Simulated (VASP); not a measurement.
**Al12N: single point with PBE**

The system is Al12N, a slab with vacuum.

```xyz
13
Lattice="5.7143 0.0000 0.0000 0.0000 5.7143 0.0000 0.0000 0.0000 19.6750" Properties=species:S:1:pos:R:3 pbc="T T T"
Al    1.4286    1.4286    4.0000
Al    1.4286    4.2857    4.0000
Al    4.2857    1.4286    4.0000
Al    4.2857    4.2857    4.0000
Al    0.0000    0.0000    6.0850
Al    0.0000    2.8572    6.0850
Al    2.8572    0.0000    6.0850
Al    2.8572    2.8572    6.0850
Al    1.4286    1.4286    8.1750
Al    1.4286    4.2857    8.1750
Al    4.2857    1.4286    8.1750
Al    4.2857    4.2857    8.1750
N     2.8572    2.8572    8.2162
```

```json
{"Program": "VASP 6.6.1", "Task": "single point", "Functional": "PBE", "Potentials or basis": "VASP PAW PBE potentials, release 64 (Al, N)", "Cutoff": "520 eV", "k mesh": "5 × 5 × 1", "Occupations": "gaussian, width 0.1 eV", "Spin": "no spin polarisation"}
```

- Largest force: 0.594 eV/Å

Forces on the atoms (eV/Å):
```
Al  -0.025 -0.025  0.161
Al  -0.025  0.025  0.161
Al   0.025 -0.025  0.161
Al   0.025  0.025  0.161
Al   0.000  0.000 -0.274
Al   0.000  0.000 -0.153
Al   0.000  0.000 -0.153
Al   0.000  0.000 -0.057
Al  -0.420 -0.420  0.001
Al  -0.420  0.420  0.001
Al   0.420 -0.420  0.001
Al   0.420  0.420  0.001
N    0.000  0.000 -0.009
```

Levels at points of the mesh, in eV from the Fermi level:
```
           k point  band 17  band 18  band 19  band 20  band 21  band 22  band 23  band 24
(0.00, 0.00, 0.00)    -1.72    -1.38    -0.99    -0.74    -0.74    -0.32     0.16     0.83
```

Wall time 4.5 min on 1 thread of Intel(R) Xeon(R) Platinum 8488C (Sapphire Rapids), on a shared host, peak memory 0.6 GiB.
